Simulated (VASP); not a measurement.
Write the native input for VASP 6.6.1 that does the following.

- Task: single point
- Functional: PBE
- Dispersion: D3(BJ)
- Potentials or basis: VASP PAW PBE potentials, release 64 (C)
- Cutoff: 520 eV
- k mesh: 12 × 12 × 1
- Occupations: gaussian, width 0.1 eV
- Spin: no spin polarisation
- Dipole correction: yes
- Further INCAR settings: ALGO = Normal; EDIFF = 1e-06; NBANDS = 26

The structure of C lies in POSCAR:

```
C
1.0
    2.4652678583      0.0000000000      0.0000000000
   -1.2326339292      2.1349845924      0.0000000000
    0.0000000000      0.0000000000     44.3276901314
C
8
Direct
    0.0000000000      0.0000000000      0.1917647675
    0.3333333333      0.6666666667      0.1917537317
    0.0000000000      0.0000000000      0.2685659439
    0.6666666667      0.3333333333      0.2685769797
    0.3333333333      0.6666666667      0.7314230203
    0.0000000000      0.0000000000      0.7314340561
    0.0000000000      0.0000000000      0.8082352325
    0.6666666667      0.3333333333      0.8082462683
```

These files were run (other wordings do the same):

INCAR

```
SYSTEM = C
ALGO     = Normal         ! electronic algorithm
DIPOL    = 0.5 0.5 0.500
EDIFF    = 1E-6           ! SCF threshold, eV
ENCUT    = 520            ! plane-wave cutoff, eV
GGA      = PE             ! functional
IDIPOL   = 3            
ISIF     = 2              ! what is computed and relaxed
ISMEAR   = 0              ! smearing method
IVDW     = 12             ! dispersion correction
LASPH    = .TRUE.         ! aspherical terms in the spheres
LCHARG   = .FALSE.        ! write CHGCAR
LDIPOL   = .TRUE.       
LREAL    = .FALSE.        ! projectors in reciprocal space
LWAVE    = .FALSE.        ! write WAVECAR
NBANDS   = 26             ! bands
NELM     = 60             ! most SCF steps
PREC     = Accurate       ! precision mode
SIGMA    = 0.1            ! smearing width, eV
```

KPOINTS

```
k-points
0
G
  12 12 1
  0 0 0
```

Potentials or basis: VASP PAW PBE potentials, release 64 (C).

The run is started by

```bash
$ cat potpaw_PBE.64/C/POTCAR > POTCAR
$ mpirun -np 1 vasp_std > vasp.out
```

Results of the run:

| Property | Result |
| --- | --- |
| Largest force | 0.007 eV/Å |
| Band gap on the k mesh | zero (filled and empty bands touch) |
| Dispersion energy per atom | -0.119 eV |

Wall time 110 s on 1 thread of Intel(R) Xeon(R) 6975P-C (Granite Rapids) (shared host), peak memory 0.35 GiB.
